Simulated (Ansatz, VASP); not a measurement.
This is a calculation of In3Se for VASP 6.6.1.

File POSCAR:

```
In3Se
1.0
    4.7715170420      0.0000000000      0.0000000000
    0.0000000000      4.7715170420      0.0000000000
    0.0000000000      0.0000000000      4.7715170420
In Se
3 1
Direct
    0.5000000000      0.5000000000      0.0000000000
    0.5000000000      0.0000000000      0.5000000000
    0.0000000000      0.5000000000      0.5000000000
    0.0000000000      0.0000000000      0.0000000000
```

File INCAR.step1:

```
SYSTEM = In3Se
PREC = Accurate
ENCUT = 520
ISMEAR = -1
SIGMA = 0.05
LREAL = .False.
LASPH = .True.
NELM = 80
NBANDS = 30
GGA = PE
ALGO = Normal
EDIFF = 1E-4
LWAVE = .True.
LCHARG = .False.
```

Contents of INCAR.step2:

```
SYSTEM = In3Se
PREC = Accurate
ENCUT = 520
EDIFF = 1E-6
ISMEAR = -1
SIGMA = 0.05
LREAL = .False.
LASPH = .True.
NELM = 80
ALGO = Normal
ISIF = 2
LWAVE = .False.
LCHARG = .False.
METAGGA = R2SCAN
LMIXTAU = .True.
NBANDS = 30
ISTART = 1
```

KPOINTS

```
regular mesh
0
Gamma
  6 6 6
  0 0 0
```

Potentials or basis: VASP PAW PBE potentials, release 64 (In_d, Se).

Command:

```console
$ cat potpaw_PBE.64/In_d/POTCAR potpaw_PBE.64/Se/POTCAR > POTCAR
$ cp INCAR.step1 INCAR
$ mpirun -np 1 vasp_std > vasp.out
$ cp INCAR.step2 INCAR
$ mpirun -np 1 vasp_std > vasp.out
```

Task: Set up the same calculation for Ansatz 0.2.0. Potentials there: Ansatz PAW.

Result: As run (the cutoff follows the program's own potentials):

File input.yaml:

```yaml
crystal:
  lattice:
    - [4.771517042, 0.0, 0.0]
    - [0.0, 4.771517042, 0.0]
    - [0.0, 0.0, 4.771517042]
  atoms:
    - { symbol: In, position: [0.5, 0.5, 0.0] }
    - { symbol: In, position: [0.5, 0.0, 0.5] }
    - { symbol: In, position: [0.0, 0.5, 0.5] }
    - { symbol: Se, position: [0.0, 0.0, 0.0] }
hamiltonian:
  xc: r2scan
  pseudopotentials: { kind: paw }
kpoints:
  mp_grid: { grid: [6, 6, 6] }
scf:
  occupations: { method: fermi_dirac, width: 0.05 }
output:
  forces: true
  stress: true
  eigenvalues: true
```

Potentials or basis: Ansatz PAW.

Launch:

```sh
$ ansatz run input.yaml --threads 2 --pin off --max-ram 5632MiB --backend cpu --events-out ev --progress --plain --runs-dir out
```

Both were run:

|  | VASP | Ansatz | Ansatz less VASP |
| --- | --- | --- | --- |
| gap on the k mesh at the Fermi level (eV) | none | none | - |
| pressure (GPa) | -0.6 | -0.6 | +0.03 |

VASP's potentials were made for PBE, not for r2SCAN. A gap of «none» marks a metal or a gap that the smearing closes. VASP's potentials hold 45 valence electrons a cell and Ansatz's 55, so a difference there can come from the potentials and not from the codes.
